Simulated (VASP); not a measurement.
# K in VASP: further runs, part 2 of 2

VASP 6.6.1.

### Step 4. Single point, LDA

This run uses another cell than the first one, of 136.76 Å³/atom, 1.276 times its volume.

File INCAR:

```
SYSTEM = K
  ALGO = Normal
  DIPOL = 0.5 0.5 0.500
  EDIFF = 1E-6
  ENCUT = 520
  IDIPOL = 3
  ISIF = 2
  ISMEAR = -1
  LASPH = .TRUE.
  LCHARG = .TRUE.
  LDIPOL = .TRUE.
  LELF = .TRUE.
  LREAL = .FALSE.
  LVACPOTAV = .TRUE.
  LVHAR = .TRUE.
  LWAVE = .FALSE.
  NBANDS = 26
  NELM = 60
  PREC = Accurate
  SIGMA = 0.1
```

File KPOINTS:

```
k-points
0
G
  4 4 1
  0 0 0
```

File POSCAR:

```
K
1.0
    4.7251250000      0.0000000000      0.0000000000
   -2.2093569315      4.1767868290      0.0000000000
    0.0000000000      0.0000000000     27.7176970000
K
4
Direct
    0.8206130000      0.1793870000      0.2886242677
    0.1793870000      0.8206130000      0.4295414226
    0.8206130000      0.1793870000      0.5704585774
    0.1793870000      0.8206130000      0.7113757323
```

Potentials or basis: VASP PAW LDA potentials, release 64 (K_sv).

The run is started by

```bash
$ cat potpaw_LDA.64/K_sv/POTCAR > POTCAR
$ mpirun -np 1 vasp_std > vasp.out
```

OUTCAR:

```text
SYSTEM = K
   EDIFF = 1E-6
   ENCUT = 520
   ISIF = 2
   ISMEAR = -1
   LASPH = .TRUE.
   LREAL = .FALSE.
   NELM = 60
   PREC = Accurate

 ion  position               nearest neighbor table
   1  0.821  0.179  0.289-
   2  0.179  0.821  0.430-
   3  0.821  0.179  0.570-
   4  0.179  0.821  0.711-

  LATTYP: Found a base centered orthorhombic cell.
 ALAT       =     4.8759242395
 B/A-ratio  =     1.6602432002
 C/A-ratio  =     5.6846037056

  Lattice vectors:

 A1 = (   4.7251250000,   0.0000000000,   0.0000000000)
 A2 = (  -2.2093569315,   4.1767868290,   0.0000000000)
 A3 = (   0.0000000000,   0.0000000000,  27.7176970000)

Analysis of symmetry for initial positions (statically):
=====================================================================
 Subroutine PRICEL returns:
 Original cell was already a primitive cell.

 Routine SETGRP: Setting up the symmetry group for a
 base centered orthorhombic supercell.

 Subroutine GETGRP returns: Found  4 space group operations
 (whereof  4 operations were pure point group operations)
 out of a pool of  8 trial point group operations.

The static configuration has the point symmetry C_2h.

Analysis of symmetry for dynamics (positions and initial velocities):
=====================================================================
 Subroutine PRICEL returns:
 Original cell was already a primitive cell.

 Routine SETGRP: Setting up the symmetry group for a
 base centered orthorhombic supercell.

 Subroutine GETGRP returns: Found  4 space group operations
 (whereof  4 operations were pure point group operations)
 out of a pool of  8 trial point group operations.

The dynamic configuration has the point symmetry C_2h.

 Subroutine INISYM returns: Found  4 space group operations
 (whereof  4 operations are pure point group operations),
 and found     1 'primitive' translations

----------------------------------------------------------------------------------------

                                     Primitive cell

  volume of cell :     547.0320

  direct lattice vectors                    reciprocal lattice vectors
     4.725125000  0.000000000  0.000000000     0.211634613  0.111946436  0.000000000
    -2.209356931  4.176786829  0.000000000     0.000000000  0.239418491  0.000000000
     0.000000000  0.000000000 27.717697000     0.000000000  0.000000000  0.036078033

  length of vectors
     4.725125000  4.725125000 27.717697000     0.239418491  0.239418491  0.036078033

  position of ions in fractional coordinates (direct lattice)
     0.820613000  0.179387000  0.288624268
     0.179387000  0.820613000  0.429541423
     0.820613000  0.179387000  0.570458577
     0.179387000  0.820613000  0.711375732

  ion indices of the primitive-cell ions
   primitive index   ion index
                 1           1
                 2           2
                 3           3
                 4           4

----------------------------------------------------------------------------------------

 KPOINTS: k-points

Automatic generation of k-mesh.
 Grid dimensions read from file:
 generate k-points for:    4    4    1

 Generating k-lattice:

  Cartesian coordinates                     Fractional coordinates (reciprocal lattice)
     0.052908653  0.027986609  0.000000000     0.250000000  0.000000000  0.000000000
     0.000000000  0.059854623  0.000000000     0.000000000  0.250000000  0.000000000
     0.000000000  0.000000000  0.036078033     0.000000000  0.000000000  1.000000000

  Length of vectors
     0.059854623  0.059854623  0.036078033

  Shift w.r.t. Gamma in fractional coordinates (k-lattice)
     0.000000000  0.000000000  0.000000000

 Subroutine IBZKPT returns following result:
 ===========================================

 Found      7 irreducible k-points:

 Following reciprocal coordinates:
            Coordinates               Weight
  0.000000  0.000000  0.000000      1.000000
  0.250000  0.000000  0.000000      4.000000
  0.500000  0.000000  0.000000      2.000000
  0.250000  0.250000  0.000000      2.000000
  0.500000  0.250000  0.000000      4.000000
 -0.250000  0.250000  0.000000      2.000000
  0.500000  0.500000  0.000000      1.000000
   k-points           NKPTS =      7   k-points in BZ     NKDIM =      7   number of bands    NBANDS=     26
   number of dos      NEDOS =    301   number of ions     NIONS =      4
   total plane-waves  NPLWV = 272160
   dimension x,y,z NGX =    36 NGY =   36 NGZ =  210
   dimension x,y,z NGXF=    72 NGYF=   72 NGZF=  420
   ions per type =               4
   NGX,Y,Z   is equivalent  to a cutoff of  12.67, 12.67, 12.60 a.u.
   NGXF,Y,Z  is equivalent  to a cutoff of  25.33, 25.33, 25.19 a.u.
 SYSTEM =  K
   PREC   = accura    normal or accurate (medium, high low for compatibility)
   ISTART =      0    job   : 0-new  1-cont  2-samecut
   ICHARG =      2    charge: 1-file 2-atom 10-const
   ISPIN  =      1    spin polarized calculation?
   LNONCOLLINEAR =      F non collinear calculations
   LSORBIT =      F    spin-orbit coupling
   LASPH  =      T    aspherical Exc in radial PAW
   ENCUT  =  520.0 eV  38.22 Ry    6.18 a.u.   8.79  8.79 51.54*2*pi/ulx,y,z
   NELM   =     60;   NELMIN=  2; NELMDL= -5     # of ELM steps
   EDIFF  = 0.1E-05   stopping-criterion for ELM
   LREAL  =      F    real-space projection
   EDIFFG = 0.1E-04   stopping-criterion for IOM
   NSW    =      0    number of steps for IOM
   IBRION =     -1    ionic relax: 0-MD 1-quasi-New 2-CG
   NFREE  =      0    steps in history (QN), initial steepest desc. (CG)
   ISIF   =      2    stress and relaxation
   ISYM   =      2    0-nonsym 1-usesym 2-fastsym
   POTIM  = 0.5000    time-step for ionic-motion
   TEBEG  =    0.0;   TEEND  =   0.0 temperature during run
   PSTRESS=    0.0 pullay stress
   NELECT =      36.0000    total number of electrons
   NUPDOWN=      -1.0000    fix difference up-down
   EMIN   =  10.00;   EMAX   =-10.00  energy-range for DOS
   EFERMI =   0.00;   METHOD = LEGACY
   ISMEAR =    -1;   SIGMA  =   0.10  broadening in eV -4-tet -1-fermi 0-gaus
   EFERMI_NEDOS =   21; number of points for ismear=-14 and -15
   IALGO  =     38    algorithm
   IMIX   =      4    mixing-type and parameters
     AMIX     =   0.40;   BMIX     =  1.00
     AMIX_MAG =   1.60;   BMIX_MAG =  1.00
  volume/ion in A,a.u.               =     136.76       922.89
  Fermi-wavevector in a.u.,A,eV,Ry     =   0.660954  1.249022  5.943849  0.436861
  Thomas-Fermi vector in A             =   1.733563
   LORBIT       =      0    0 simple, 1 ext, 2 COOP (PROOUT), +10 PAW based schemes
   GGA     = CA    functional components
   LHFCALC =     F    Hartree Fock is set to
   AEXX    =    0.0000 exact exchange contribution
   IVDW    =     0    specifies the selected vdW correction
   LEPSILON=     F    determine dielectric tensor
   LRPA    =     F    only Hartree local field effects (RPA)
 non-spin polarized calculation
  energy-cutoff  :      520.00
  volume of cell :      547.03
 maximum number of plane-waves:     14753
   NGX = 17   NGY = 17   NGZ =103

 number of electron      36.0000001 magnetization

 dipolmoment           0.000000      0.000000     -0.000000 electrons x Angstroem

 Free energy of the ion-electron system (eV)
  ---------------------------------------------------
  ext. energy  EPLUGINS =         0.00000000
  ---------------------------------------------------
  free energy    TOTEN  =        -4.24725227 eV

  energy without entropy =       -4.11441248  energy(sigma->0) =       -4.18083237

 E-fermi :  -1.2141     XC(G=0):  -3.7133

 val. band max:       -1.2681417505   @ k =   0.2500   0.2500   0.0000
 cond. band min:      -1.1668040228   @ k =   0.5000   0.2500   0.0000
 fundamental gap:      0.1013377277
 Fermi energy:        -1.2141320630

 k-point     1 :       0.0000    0.0000    0.0000
  band No.  band energies     occupation
      1     -33.3011      2.00000
      2     -33.3011      2.00000
      3     -33.0906      2.00000
      4     -33.0890      2.00000
      5     -17.0276      2.00000
      6     -17.0275      2.00000
[... 18 lines left out ...]
     25       1.3698      0.00000
     26       2.2997      0.00000
[... 151 lines left out ...]
      4     -33.0870      2.00000
      5     -17.0281      2.00000
      6     -17.0281      2.00000
[... 18 lines left out ...]
     25       0.6559      0.00000
     26       1.2874      0.00000

------------------------ aborting loop because EDIFF is reached ----------------------------------------

  FORCE on cell =-STRESS in cart. coord.  units (eV):
  Direction    XX          YY          ZZ          XY          YZ          ZX
  --------------------------------------------------------------------------------------
  -------------------------------------------------------------------------------------
  Total       -1.0548472     -1.0617322     -1.0378779     -0.0065080      0.0030182     -0.0050109
  in kB       -3.0894943     -3.1096595     -3.0397936     -0.0190611      0.0088397     -0.0146761
  external PRESSURE =      -3.0796491 kB  Pullay stress =       0.0000000 kB

 VOLUME and BASIS-vectors are now :
 -----------------------------------------------------------------------------
  energy-cutoff  :      520.00
  volume of cell :      547.03
      direct lattice vectors                 reciprocal lattice vectors
     4.725125000  0.000000000  0.000000000     0.211634613  0.111946436  0.000000000
    -2.209356931  4.176786829  0.000000000     0.000000000  0.239418491  0.000000000
     0.000000000  0.000000000 27.717697000     0.000000000  0.000000000  0.036078033

 POSITION                                       TOTAL-FORCE (eV/Angst)
 -----------------------------------------------------------------------------------
      3.48117      0.74926      8.00000         0.001472     -0.000887      0.082700
     -0.96540      3.42753     11.90590        -0.003010      0.001813      0.011962
      3.48117      0.74926     15.81180         0.003010     -0.001813     -0.011962
     -0.96540      3.42753     19.71770        -0.001472      0.000887     -0.082700
 -----------------------------------------------------------------------------------
    total drift:                                0.000000     -0.000000      0.000000

  FREE ENERGIE OF THE ION-ELECTRON SYSTEM (eV)
  ---------------------------------------------------
  free  energy   TOTEN  =        -4.2472522729 eV

  energy  without entropy=       -4.1144124770  energy(sigma->0) =       -4.18083237

 vacuum level on the upper side and lower side of the slab         1.248         1.248
```

OSZICAR:

```text
N       E                     dE             d eps       ncg     rms          rms(c)
DAV:   1     0.244980520628E+03    0.24498E+03   -0.14300E+04   428   0.998E+02
DAV:   2     0.202291150189E+02   -0.22475E+03   -0.22088E+03   436   0.305E+02
DAV:   3    -0.313754774580E+01   -0.23367E+02   -0.22984E+02   564   0.664E+01
[... 13 lines left out ...]
DAV:  17    -0.424722171315E+01   -0.35365E-04   -0.46618E-06   272   0.288E-03    0.124E-03
DAV:  18    -0.424723965651E+01   -0.17943E-04   -0.12338E-06   288   0.165E-03    0.796E-04
DAV:  19    -0.424725028475E+01   -0.10628E-04   -0.10970E-06   282   0.134E-03    0.233E-04
DAV:  20    -0.424725175000E+01   -0.14653E-05   -0.95781E-08   294   0.705E-04    0.223E-04
DAV:  21    -0.424725227293E+01   -0.52293E-06   -0.33999E-08   260   0.545E-04
   1 F= -.42472523E+01 E0= -.41808324E+01  d E =-.132840E+00
```

stdout:

```text
POSCAR found type information on POSCAR K
 POSCAR found :  1 types and       4 ions
 scaLAPACK will be used
 LDA part: xc-table for (Slater(with rela. corr.)+CA(PZ))
 , standard interpolation
 POSCAR, INCAR and KPOINTS ok, starting setup
 FFT: planning ... GRIDC
 FFT: planning ... GRID_SOFT
 FFT: planning ... GRID
 WAVECAR not read
 entering main loop
 -----------------------------------------------------------------------------
|                                                                             |
|           W    W    AA    RRRRR   N    N  II  N    N   GGGG   !!!           |
|           W    W   A  A   R    R  NN   N  II  NN   N  G    G  !!!           |
|           W    W  A    A  R    R  N N  N  II  N N  N  G       !!!           |
|           W WW W  AAAAAA  RRRRR   N  N N  II  N  N N  G  GGG   !            |
|           WW  WW  A    A  R   R   N   NN  II  N   NN  G    G                |
|           W    W  A    A  R    R  N    N  II  N    N   GGGG   !!!           |
|                                                                             |
|     Did not find any points to average over, which means that no vacuum     |
|     field-free region was found. Please increase the size of  your cell     |
|     in the dimension of the dipole correction to obtain accurate            |
|     workfunction values.                                                    |
|                                                                             |
 -----------------------------------------------------------------------------
```

Wall time 98 s (1 thread of Intel Xeon Platinum 8488C (Sapphire Rapids), shared host); peak memory 0.44 GiB.

What came out:

- Free energy: -4.2473 eV
- Largest force: 0.083 eV/Å
- Band gap on the k mesh: zero (band 18 reaches -0.80 eV, above the bottom of band 19 at -2.35 eV)

Forces in eV/Å, atoms in the order of the input:
```
K    0.001 -0.001  0.083
K   -0.003  0.002  0.012
K    0.003 -0.002 -0.012
K   -0.001  0.001 -0.083
```

Caveat: the k points lie up to 0.38 Å⁻¹ apart.

### Step 5. The runs side by side

| cell | gap on the mesh (eV) | largest force (eV/Å) |
| --- | --- | --- |
| a = 4.725, b = 4.725, c = 21.718 Å, angles 90.0, 90.0, 117.9°, 4 atoms | none | 0.08 |
| a = 4.725, b = 4.725, c = 24.718 Å, angles 90.0, 90.0, 117.9°, 4 atoms | none | 0.08 |
| a = 4.725, b = 4.725, c = 27.718 Å, angles 90.0, 90.0, 117.9°, 4 atoms | none | 0.08 |

Alike in all rows: task single point; level LDA; potentials or basis VASP PAW LDA potentials, release 64 (K_sv); no spin polarisation; k mesh 4 × 4 × 1; cutoff (eV) 520; smearing fermi-dirac 0.1 eV.

Caveats: all runs use coarse meshes.

Absolute energies hang on the potentials; compare differences alone.
